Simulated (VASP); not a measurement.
# Pt (Cmcm) in VASP: further runs, part 2 of 2

VASP 6.6.1. The steps go on from the part before.

## (3) Single point, PBE

This run uses another cell than the first one, of the same volume but with other edges.

The input, INCAR:

```
ALGO = Fast
EDIFF = 1E-6
ENCUT = 520
GGA = PE
ISIF = 2
ISMEAR = 0
LASPH = T
LCHARG = F
LREAL = F
LWAVE = F
NBANDS = 17
NELM = 100
PREC = Accurate
SIGMA = 0.1
```

The input, KPOINTS:

```
k-points
0
Gamma
  22 22 20
```

The input, POSCAR:

```
Pt
1.0
    1.3635419461     -4.3992618812      0.0000000000
    1.3635419461      4.3992618812      0.0000000000
    0.0000000000      0.0000000000      2.7264794080
Pt
2
Direct
    0.8680410534      0.1319589466      0.7500000000
    0.1319589466      0.8680410534      0.2500000000
```

Potentials or basis: VASP PAW PBE potentials, release 64 (Pt).

The run is started by

```console
cat potpaw_PBE.64/Pt/POTCAR > POTCAR
mpirun -np 1 vasp_std > vasp.out
```

OUTCAR:

```text
EDIFF = 1E-6
   ENCUT = 520
   GGA = PE
   ISIF = 2
   ISMEAR = 0
   LASPH = T
   LREAL = F
   NELM = 100
   PREC = Accurate

 ion  position               nearest neighbor table
   1  0.868  0.132  0.750-   2 2.69   2 2.69   2 2.83   2 2.83   2 2.83   2 2.83
   2  0.132  0.868  0.250-   1 2.69   1 2.69   1 2.83   1 2.83   1 2.83   1 2.83

  LATTYP: Found a base centered orthorhombic cell.
 ALAT       =     2.7270838922
 B/A-ratio  =     3.2263487704
 C/A-ratio  =     0.9997783404

[... 671 lines left out ...]

------------------------ aborting loop because EDIFF is reached ----------------------------------------

  FORCE on cell =-STRESS in cart. coord.  units (eV):
  Direction    XX          YY          ZZ          XY          YZ          ZX
  --------------------------------------------------------------------------------------
  -------------------------------------------------------------------------------------
  Total       -0.1046339     -0.0959560     -0.0993027      0.0000000      0.0000000      0.0000000
  in kB       -5.1251019     -4.7000468     -4.8639718      0.0000000      0.0000000      0.0000000
  external PRESSURE =      -4.8963735 kB  Pullay stress =       0.0000000 kB

 VOLUME and BASIS-vectors are now :
 -----------------------------------------------------------------------------
  energy-cutoff  :      520.00
  volume of cell :       32.71
      direct lattice vectors                 reciprocal lattice vectors
     1.363541946 -4.399261881  0.000000000     0.366692056 -0.113655430  0.000000000
     1.363541946  4.399261881  0.000000000     0.366692056  0.113655430  0.000000000
     0.000000000  0.000000000  2.726479408     0.000000000  0.000000000  0.366773355

 POSITION                                       TOTAL-FORCE (eV/Angst)
 -----------------------------------------------------------------------------------
      1.36354     -3.23822      2.04486         0.000000     -0.001719     -0.000000
      1.36354      3.23822      0.68162         0.000000      0.001719      0.000000
 -----------------------------------------------------------------------------------
    total drift:                                0.000000      0.000000      0.000000

  FREE ENERGIE OF THE ION-ELECTRON SYSTEM (eV)
  ---------------------------------------------------
  free  energy   TOTEN  =       -11.9638328110 eV

  energy  without entropy=      -11.9469746147  energy(sigma->0) =      -11.95540371
```

OSZICAR:

```text
N       E                     dE             d eps       ncg     rms          rms(c)
DAV:   1     0.985452519611E+02    0.98545E+02   -0.10361E+04 49790   0.112E+03
DAV:   2    -0.109672751926E+02   -0.10951E+03   -0.10399E+03 54233   0.240E+02
DAV:   3    -0.127366444850E+02   -0.17694E+01   -0.17497E+01 61244   0.303E+01
DAV:   4    -0.127464498310E+02   -0.98053E-02   -0.98040E-02 58404   0.234E+00
DAV:   5    -0.127465592780E+02   -0.10945E-03   -0.10945E-03 61450   0.262E-01    0.152E+01
RMM:   6    -0.120278320528E+02    0.71873E+00   -0.10797E+00 49844   0.775E+00    0.810E+00
RMM:   7    -0.119705203277E+02    0.57312E-01   -0.19639E-01 51756   0.338E+00    0.314E+00
RMM:   8    -0.119644318509E+02    0.60885E-02   -0.28177E-02 52458   0.129E+00    0.782E-01
RMM:   9    -0.119637929933E+02    0.63886E-03   -0.23995E-03 55349   0.364E-01    0.119E-01
RMM:  10    -0.119638254503E+02   -0.32457E-04   -0.34041E-04 55763   0.123E-01    0.734E-02
RMM:  11    -0.119638315727E+02   -0.61224E-05   -0.58817E-05 55669   0.497E-02    0.382E-02
RMM:  12    -0.119638314967E+02    0.76020E-07   -0.20299E-05 54600   0.298E-02    0.738E-03
RMM:  13    -0.119638327585E+02   -0.12618E-05   -0.57380E-06 47404   0.142E-02    0.375E-03
RMM:  14    -0.119638328110E+02   -0.52509E-07   -0.65699E-07 34548   0.508E-03
   1 F= -.11963833E+02 E0= -.11955404E+02  d E =-.168582E-01
```

stdout:

```text
POSCAR found type information on POSCAR Pt
 POSCAR found :  1 types and       2 ions
 scaLAPACK will be used
 LDA part: xc-table for (Slater+PW92), standard interpolation
 POSCAR, INCAR and KPOINTS ok, starting setup
 FFT: planning ... GRIDC
 FFT: planning ... GRID_SOFT
 FFT: planning ... GRID
 WAVECAR not read
 entering main loop
```

Run time: 18 min. Hardware: 1 thread of Intel Xeon 8259CL, shared host; peak memory 0.74 GiB.

Results:

| Quantity | Value |
| --- | --- |
| Free energy | -11.9638 eV |
| Pressure | -0.5 GPa |
| Band gap on the k mesh | zero (bands 10 and 11 overlap by 1.47 eV) |

Levels at points of the mesh, in eV from the Fermi level:
```csv
k point,band 8,band 9,band 10,band 11,band 12,band 13
"(0.00, 0.00, 0.00)",-1.21,-0.46,-0.16,0.62,0.70,6.29
"(0.50, 0.00, 0.00)",-2.17,-1.27,0.00,1.77,3.11,3.43
"(0.50, 0.50, 0.00)",-1.81,-1.59,-0.73,0.15,0.31,12.75
"(0.00, 0.00, 0.50)",-2.80,-0.23,-0.23,2.38,2.38,8.43
"(0.50, 0.00, 0.50)",-0.61,1.04,1.04,4.58,4.58,8.52
"(0.50, 0.50, 0.50)",-1.07,-0.11,-0.11,0.47,0.47,5.55
```

Caveat: spin-orbit coupling is left out, which moves the levels of the heavy elements.
